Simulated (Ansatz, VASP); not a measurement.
One calculation of Na, two programs

```
CELL_PARAMETERS angstrom
-2.11250 2.11250 2.11250
2.11250 -2.11250 2.11250
2.11250 2.11250 -2.11250
ATOMIC_POSITIONS crystal
Na 0.00000 0.00000 0.00000
```

Alike in both runs: task relaxation of cell and atoms; functional PBE; k mesh 13 × 13 × 13; occupations fermi-dirac, width 0.05 eV; no spin polarisation.

|  | VASP | Ansatz |
| --- | --- | --- |
| version | VASP 6.6.1 | Ansatz 0.2.0 |
| potentials or method | VASP PAW PBE potentials, release 64 (Na_pv), cutoff 600 eV | plane-wave PAW DFT |
| valence electrons in the cell | 7 | 9 |

```csv
,VASP,Ansatz,Ansatz less VASP
relaxed volume (Å³/atom),37.12,36.96,-0.153
relaxed cell length with the largest relative difference (Å),3.640,3.635,-0.0050
```

VASP's potentials hold 7 valence electrons a cell and Ansatz's 9, so a difference there can come from the potentials and not from the codes.
